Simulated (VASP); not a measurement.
A run of VASP 6.6.1 is set up as follows.

File INCAR:

```
  ALGO = Normal
  EDIFF = 1E-6
  ENCUT = 500
  GGA = PE
  GGA_COMPAT = F
  ISIF = 2
  ISMEAR = -1
  LASPH = T
  LCHARG = F
  LREAL = F
  LWAVE = F
  NBANDS = 12
  NELM = 120
  PREC = Accurate
  SIGMA = 0.05
```

File KPOINTS:

```
k-points
0
Gamma
  7 7 6
```

POSCAR

```
SiSe
1.0
    3.7390080000      0.0000000000      0.0000000000
   -1.8695040000      3.2380712000      0.0000000000
    0.0000000000      0.0000000000      3.5987300000
Si Se
1 1
Direct
    0.6666700000      0.3333300000      0.5000000000
    0.0000000000      0.0000000000      0.0000000000
```

Potentials or basis: VASP PAW PBE potentials, release 64 (Si, Se).

Launch:

```sh
$ cat potpaw_PBE.64/Si/POTCAR potpaw_PBE.64/Se/POTCAR > POTCAR
$ mpirun -np 1 vasp_std > vasp.out
```

Estimate the pressure.

-3.5 GPa.

Predict the band gap on the k mesh.

zero (band 5 reaches 6.30 eV, above the bottom of band 6 at 3.95 eV).

Stress tensor (GPa, compression positive):
```
-4.03  0.00  0.00
 0.00 -4.03  0.00
 0.00  0.00 -2.50
```
